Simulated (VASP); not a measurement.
Wanted: the native input for a VASP 6.6.1 run.

* Task: relaxation of the atoms
* Functional: PBE
* Potentials or basis: VASP PAW PBE potentials, release 64 (K_sv, F)
* Cutoff: 520 eV
* k mesh: 9 × 9 × 9
* Occupations: fermi-dirac, width 0.05 eV
* Spin: no spin polarisation
* Dipole correction: no
* Further INCAR settings: ALGO = Normal; EDIFF = 1e-06; IBRION = 2; EDIFFG = -0.01; NSW = 60

The structure of KF lies in POSCAR:

```
KF
1.0
    0.0000000000      2.6718500000      2.6718500000
    2.5649760000      0.0000000000      2.6718500000
    2.5649760000      2.6718500000      0.0000000000
K F
1 1
Direct
    0.0000000000      0.0000000000      0.0000000000
    0.5000000000      0.5000000000      0.5000000000
```

The input as run:

INCAR

```
SYSTEM = KF
PREC = Accurate
ENCUT = 520
EDIFF = 1E-6
ISMEAR = -1
SIGMA = 0.05
LREAL = .FALSE.
LASPH = .TRUE.
NELM = 80
ALGO = Normal
ISIF = 2
LWAVE = .FALSE.
LCHARG = .FALSE.
GGA = PE
IBRION = 2
NSW = 60
EDIFFG = -0.01
```

KPOINTS

```
regular mesh
0
G
  9 9 9
  0 0 0
```

Potentials or basis: VASP PAW PBE potentials, release 64 (K_sv, F).

Run with:

```console
$ cat potpaw_PBE.64/K_sv/POTCAR potpaw_PBE.64/F/POTCAR > POTCAR
$ mpirun -np 1 vasp_std > vasp.out
```

It gave:

```
Pressure after relaxing : 3.2 GPa
Band gap on the k mesh  : 6.32 eV
```

Wall time 42 s on 1 thread of Intel Xeon 8259CL, with other jobs on the host, peak memory 0.18 GiB.
